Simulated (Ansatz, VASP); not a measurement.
Two plane-wave programs on Mn

```
Mn
1.0
     2.48124    0.00000    0.00000
    -1.24062    2.14882    0.00000
     0.00000    0.00000    4.01616
Mn
2
Direct
  0.33333 0.66667 0.25000
  0.66667 0.33333 0.75000
```

Alike in both runs: functional PBE; k mesh 18 × 18 × 10; occupations gaussian, width 0.1 eV; no spin polarisation.

Ansatz relaxed the structure, and its values are those at the end. VASP's run is a single point on that final structure, the one shown.

```csv
,VASP,Ansatz
version,VASP 6.6.1,Ansatz 0.2.0
potentials or method,"VASP PAW PBE potentials, release 64 (Mn_pv), cutoff 520 eV","scalar-relativistic, plane waves, PAW"
valence electrons in the cell,26,30
```

|  | VASP | Ansatz | Ansatz less VASP |
| --- | --- | --- | --- |
| gap on the k mesh at the Fermi level (eV) | none | none | - |
| pressure (GPa) | -0.1 | 0.0 | +0.13 |

A gap of «none» marks a metal or a gap that the smearing closes. VASP's potentials hold 26 valence electrons a cell and Ansatz's 30, so a difference there can come from the potentials and not from the codes.
